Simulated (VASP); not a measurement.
A run of VASP 6.6.1 is set up as follows.

INCAR

```
ALGO     = Normal         # electronic algorithm
EDIFF    = 1E-6           # SCF threshold, eV
ENCUT    = 520            # plane-wave cutoff, eV
GGA      = PE             # functional
ISIF     = 2              # what is computed and relaxed
ISMEAR   = -1             # smearing method
LASPH    = True           # aspherical terms in the spheres
LCHARG   = True           # write CHGCAR
LELF     = True           # ELF
LREAL    = False          # projectors in reciprocal space
LVHAR    = True         
LWAVE    = False          # write WAVECAR
NBANDS   = 35             # bands
NELM     = 100            # most SCF steps
PREC     = Accurate       # precision mode
SIGMA    = 0.05           # smearing width, eV
```

File KPOINTS:

```
k-points
0
Gamma
  8 8 5
```

POSCAR

```
NbSn
1.0
    4.1077116839      0.0000000000      0.0000000000
   -2.0538558419      3.5573826748      0.0000000000
    0.0000000000      0.0000000000      5.6354662483
Nb Sn
2 2
Direct
    0.0000000000      0.0000000000      0.0000000000
    0.0000000000      0.0000000000      0.5000000000
    0.3333333300      0.6666666700      0.2500000000
    0.6666666700      0.3333333300      0.7500000000
```

Potentials or basis: VASP PAW PBE potentials, release 64 (Nb_sv, Sn_d).

Launch:

```bash
$ cat potpaw_PBE.64/Nb_sv/POTCAR potpaw_PBE.64/Sn_d/POTCAR > POTCAR
$ mpirun -np 1 vasp_std > vasp.out
```

(1) Estimate the band gap on the k mesh.

(2) Predict the pressure.

Answers

(1) zero (band 27 reaches 10.69 eV, above the bottom of band 28 at 9.87 eV).

(2) 19.5 GPa.

Caveat: spin-orbit coupling is left out, which moves the levels of the heavy elements.
